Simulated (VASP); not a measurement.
Set up this calculation in VASP 6.6.1, as the native input.

| Item | Value |
| --- | --- |
| Task | single point |
| Functional | PBEsol |
| Potentials or basis | VASP PAW PBE potentials, release 64 (Au) |
| Cutoff | 520 eV |
| k mesh | 16 × 16 × 16 |
| Occupations | gaussian, width 0.1 eV |
| Spin | no spin polarisation |
| Dipole correction | no |
| Further INCAR settings | ALGO = Fast; EDIFF = 1e-07; NBANDS = 18 |

The structure of Au lies in POSCAR:

```
Au
1.0
    3.4366755951      0.0000000000      0.0000000000
    0.0000000000      3.1935145860      0.0000000000
    0.0000000000      0.0000000000      3.1935145860
Au
2
Direct
    0.0000000000      0.0000000000      0.0000000000
    0.5000000000      0.5000000000      0.5000000000
```

This cell differs from its parent crystal: uniaxial strain along a: +6.0 %.

The input as run:

INCAR

```
SYSTEM = Au
ALGO = Fast ; EDIFF = 1E-7
ENCUT = 520 ; GGA = PS
ISIF = 2 ; ISMEAR = 0
LASPH = .True. ; LCHARG = .True.
LELF = .True. ; LREAL = .False.
LVHAR = .True. ; LWAVE = .False.
NBANDS = 18 ; NELM = 80
PREC = Accurate ; SIGMA = 0.1
```

KPOINTS

```
k-points
0
Gamma
  16 16 16
  0 0 0
```

Potentials or basis: VASP PAW PBE potentials, release 64 (Au).

Launch:

```console
$ cat potpaw_PBE.64/Au/POTCAR > POTCAR
$ mpirun -np 1 vasp_std > vasp.out
```

Results of the run:

| Item | Value |
| --- | --- |
| Pressure | -4.5 GPa |
| Band gap on the k mesh | zero (bands 11 and 12 overlap by 5.64 eV) |

Caveat: the cell differs from its parent crystal (uniaxial strain along a: +6.0 %); the cell stands under tension; the PAW data sets were made with another functional, which shifts forces and pressure a little; spin-orbit coupling is left out, which moves the levels of the heavy elements.

Run time: 75 s on 1 thread of Intel(R) Xeon(R) 6975P-C (Granite Rapids), on a shared host, peak memory 0.31 GiB.
